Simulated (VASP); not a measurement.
A run of VASP 6.6.1 is set up as follows.

The input INCAR:

```
SYSTEM = InPd
ALGO = Normal
EDIFF = 1E-8
ENCUT = 520
GGA = PE
ISIF = 2
ISMEAR = -1
LASPH = .True.
LCHARG = .False.
LEFG = .True.
LREAL = .False.
LWAVE = .False.
NBANDS = 18
NELM = 100
PREC = Accurate
SIGMA = 0.05
```

File KPOINTS:

```
k-points
0
Gamma
  9 9 9
  0 0 0
```

POSCAR

```
InPd
1.0
    3.2718847800      0.0000000000      0.0000000000
    0.0000000000      3.2718847800      0.0000000000
    0.0000000000      0.0000000000      3.2718847800
In Pd
1 1
Direct
   -0.0750000000     -0.0750000000     -0.0750000000
    0.5750000000      0.5750000000      0.5750000000
```

Potentials or basis: VASP PAW PBE potentials, release 64 (In_d, Pd).

The run is started by

```bash
$ cat potpaw_PBE.64/In_d/POTCAR potpaw_PBE.64/Pd/POTCAR > POTCAR
$ mpirun -np 1 vasp_std > vasp.out
```

Question: Estimate the pressure.

Answer: 59.2 GPa.

Question: Estimate the largest force.

Answer: 16.930 eV/Å.

Electric field gradients, principal values (V/Å²):
```csv
atom,least,middle,greatest (by size)
1 In,40.315,40.315,-80.631
2 Pd,52.628,52.628,-105.256
```

Caveat: the cell differs from its parent crystal (shortest bond scaled by 0.7); without QUAD_EFG the Cq values of the log hold for a quadrupole moment of 1 mb, not for the nuclei; forces of over 1 eV/Å act on the atoms, so gaps and moduli don't describe the material at rest.
